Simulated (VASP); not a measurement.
# CuSi16 (a cell with a defect) in VASP: further runs, part 2 of 2

VASP 6.6.1. The steps go on from the part before.

**3. Single point, PBEsol, collinear spin**

The input, INCAR:

```
SYSTEM = CuSi16
PREC = Accurate
ENCUT = 520
EDIFF = 1E-6
ISMEAR = -1
SIGMA = 0.02
LREAL = Auto
LASPH = .True.
NELM = 150
ALGO = Normal
ISIF = 2
LWAVE = .False.
LCHARG = .False.
ISPIN = 2
MAGMOM = 0 0 0 0 0 0 0 0 0 0 0 0 0 0 0 0 1
LORBIT = 11
LMAXMIX = 4
GGA = PS
NBANDS = 56
```

The input, KPOINTS:

```
regular mesh
0
Gamma
  2 2 2
  0 0 0
```

The input, POSCAR:

```
CuSi16
1.0
    0.0000000000      5.4300000000      5.4300000000
    5.4300000000      0.0000000000      5.4300000000
    5.4300000000      5.4300000000      0.0000000000
Si Cu
16 1
Direct
   -0.0108007183      0.0311433734     -0.0098590240
    0.1255547195      0.1314927563      0.1264821983
    0.0080615233     -0.0064615081      0.4995075181
    0.1255546871      0.1314881356      0.6170938901
    0.0062088356      0.5037944484      0.0071635037
    0.1128481475      0.6602224655      0.1137713546
    0.0062225475      0.5037900589      0.4834469379
    0.1417253002      0.6212307913      0.6188388086
    0.4985740034     -0.0064639527      0.0090045654
    0.6161541481      0.1314908736      0.1264869510
    0.4985818344     -0.0064651272      0.4995082996
    0.6349934907      0.0937609405      0.6359382729
    0.4825220149      0.5037918184      0.0071615186
    0.6178969690      0.6212297992      0.1426556976
    0.5113532924      0.4647025181      0.5122816181
    0.6178920364      0.6212272656      0.6188461660
    0.8118621881      0.5631597332      0.8128016934
```

Potentials or basis: VASP PAW PBE potentials, release 64 (Si, Cu).

Started as:

```console
$ cat potpaw_PBE.64/Si/POTCAR potpaw_PBE.64/Cu/POTCAR > POTCAR
$ mpirun -np 1 vasp_std > vasp.out
```

OUTCAR:

```text
SYSTEM = CuSi16
   PREC = Accurate
   ENCUT = 520
   EDIFF = 1E-6
   ISMEAR = -1
   LREAL = Auto
   LASPH = .True.
   NELM = 150
   ISIF = 2
   ISPIN = 2
   LORBIT = 11
   GGA = PS

 ion  position               nearest neighbor table
   1  0.989  0.031  0.990-   6 2.33  10 2.34   2 2.34   4 2.34
   2  0.126  0.131  0.126-   5 2.34   9 2.34   3 2.34   1 2.34
   3  0.008  0.994  0.500-   8 2.34   2 2.34   4 2.34  12 2.34
   4  0.126  0.131  0.617-   7 2.34  11 2.34   3 2.34   1 2.34
   5  0.006  0.504  0.007-   6 2.33   2 2.34  17 2.35  14 2.44   8 2.44
   6  0.113  0.660  0.114-   1 2.33  13 2.33   5 2.33   7 2.33
   7  0.006  0.504  0.483-   6 2.33   4 2.34  17 2.35  16 2.44   8 2.44
   8  0.142  0.621  0.619-  15 2.33   3 2.34  17 2.35   5 2.44   7 2.44
   9  0.499  0.994  0.009-  14 2.34  10 2.34   2 2.34  12 2.34
  10  0.616  0.131  0.126-  13 2.34   9 2.34  11 2.34   1 2.34
  11  0.499  0.994  0.500-  16 2.34  10 2.34   4 2.34  12 2.34
  12  0.635  0.094  0.636-  15 2.33   9 2.34  11 2.34   3 2.34
  13  0.483  0.504  0.007-   6 2.33  10 2.34  17 2.35  14 2.44  16 2.44
  14  0.618  0.621  0.143-  15 2.33   9 2.34  17 2.35  13 2.44   5 2.44
  15  0.511  0.465  0.512-  12 2.33  14 2.33  16 2.33   8 2.33
  16  0.618  0.621  0.619-  15 2.33  11 2.34  17 2.35  13 2.44   7 2.44
  17  0.812  0.563  0.813-  14 2.35  16 2.35   8 2.35  13 2.35   5 2.35   7 2.35

  LATTYP: Found a face centered cubic cell.
[... 862 lines left out ...]
  volume of cell :      320.21
      direct lattice vectors                 reciprocal lattice vectors
     0.000000000  5.430000000  5.430000000    -0.092081031  0.092081031  0.092081031
     5.430000000  0.000000000  5.430000000     0.092081031 -0.092081031  0.092081031
     5.430000000  5.430000000  0.000000000     0.092081031  0.092081031 -0.092081031

 POSITION                                       TOTAL-FORCE (eV/Angst)
 -----------------------------------------------------------------------------------
      5.54557     10.74782      5.54046        -0.011494      0.010876     -0.010876
      1.40080      1.36856      1.39577         0.002524     -0.004001      0.001471
      8.10724      2.75610      5.43869        -0.002218      0.001923     -0.002169
      4.06480      4.03258      1.39574         0.003040     -0.001968      0.001968
      2.77450      0.07261      2.76932         0.004785      0.015866      0.005063
      4.20279      1.23054      4.19777         0.014195     -0.012864      0.012864
[... 9 lines left out ...]
      6.73360      6.71549      6.72842        -0.004223     -0.014335     -0.003292
      7.47147      8.82192      7.46637        -0.000631     -0.000055      0.000055
 -----------------------------------------------------------------------------------
    total drift:                                0.001968      0.001771      0.005567

  FREE ENERGIE OF THE ION-ELECTRON SYSTEM (eV)
  ---------------------------------------------------
  free  energy   TOTEN  =       -93.4816714692 eV

  energy  without entropy=      -93.4743374397  energy(sigma->0) =      -93.47800445

 total charge

# of ion       s       p       d       tot
------------------------------------------
    1        0.741   0.955   0.000   1.696
    2        0.743   0.954   0.000   1.697
    3        0.743   0.954   0.000   1.697
    4        0.743   0.954   0.000   1.697
    5        0.738   0.948   0.000   1.686
    6        0.752   0.939   0.000   1.692
[... 9 lines left out ...]
   16        0.738   0.948   0.000   1.686
   17        0.510   0.477   9.211  10.198
--------------------------------------------------
tot         12.386  15.673   9.211  37.270

 magnetization (x)

# of ion       s       p       d       tot
------------------------------------------
    1       -0.000  -0.000   0.000  -0.000
    2       -0.000  -0.000   0.000  -0.000
    3       -0.000  -0.000   0.000  -0.000
    4       -0.000  -0.000   0.000  -0.000
    5       -0.000  -0.000   0.000  -0.000
    6       -0.000  -0.000   0.000  -0.000
[... 9 lines left out ...]
   16       -0.000  -0.000   0.000  -0.000
   17        0.000  -0.000   0.000   0.000
--------------------------------------------------
tot         -0.000  -0.000   0.000  -0.000
```

Wall time 9.1 min (1 thread of AMD EPYC 9R45 (Zen 5), shared host); peak memory 0.67 GiB.

What came out:

| Item | Value |
| --- | --- |
| Free energy | -93.4817 eV |
| Pressure | 2.3 GPa |
| Largest force | 0.024 eV/Å |
| Net moment | 0.00 μB per cell |
| Valence electrons inside the program's atomic spheres | Si 1.70, 1.69 (each value once); Cu 10.20 |

Forces in eV/Å, atoms in the order of the input:
```
Si  -0.011  0.011 -0.011
Si   0.003 -0.004  0.001
Si  -0.002  0.002 -0.002
Si   0.003 -0.002  0.002
Si   0.005  0.016  0.005
Si   0.014 -0.013  0.013
Si  -0.013 -0.004  0.004
Si  -0.004  0.003  0.014
Si  -0.003  0.001 -0.001
Si   0.003 -0.001  0.004
Si  -0.002  0.002 -0.002
Si   0.009 -0.010  0.010
Si   0.005 -0.005 -0.016
Si   0.015  0.004 -0.004
Si  -0.014  0.014 -0.014
Si  -0.004 -0.014 -0.003
Cu  -0.001  0.000  0.000
```

Stress tensor (GPa, compression positive):
```
 2.32 -0.33  0.33
-0.33  2.32 -0.33
 0.33 -0.33  2.32
```

Levels at points of the mesh, in eV from the Fermi level:
Spin up:
```
           k point  band 34  band 35  band 36  band 37  band 38  band 39  band 40  band 41
(0.00, 0.00, 0.00)    -1.60    -0.96    -0.68    -0.51    -0.41    -0.41    -0.04    -0.04
(0.50, 0.00, 0.00)    -1.51    -1.47    -1.35    -1.17     0.12     0.48     0.53     0.73
(0.00, 0.50, 0.00)    -1.38    -1.38    -0.96    -0.96     0.02     0.43     0.91     0.91
(0.00, 0.00, 0.50)    -1.51    -1.47    -1.35    -1.17     0.12     0.48     0.53     0.73
(0.50, 0.50, 0.00)    -2.13    -1.94    -1.91    -1.61     0.17     0.27     1.35     1.53
(0.00, 0.50, 0.50)    -2.13    -1.94    -1.91    -1.61     0.17     0.27     1.35     1.53
```
Spin down:
| k point | band 35 | band 36 | band 37 | band 38 | band 39 | band 40 |
| --- | --- | --- | --- | --- | --- | --- |
| (0.00, 0.00, 0.00) | -0.96 | -0.68 | -0.51 | -0.41 | -0.41 | -0.04 |
| (0.50, 0.00, 0.00) | -1.47 | -1.35 | -1.17 | 0.12 | 0.48 | 0.53 |
| (0.00, 0.50, 0.00) | -1.38 | -0.96 | -0.96 | 0.02 | 0.43 | 0.91 |
| (0.00, 0.00, 0.50) | -1.47 | -1.35 | -1.17 | 0.12 | 0.48 | 0.53 |
| (0.50, 0.50, 0.00) | -1.94 | -1.91 | -1.61 | 0.17 | 0.27 | 1.35 |
| (0.00, 0.50, 0.50) | -1.94 | -1.91 | -1.61 | 0.17 | 0.27 | 1.35 |

Caveat: the k points lie up to 0.50 Å⁻¹ apart; the PAW data sets were made with another functional, which shifts forces and pressure a little.
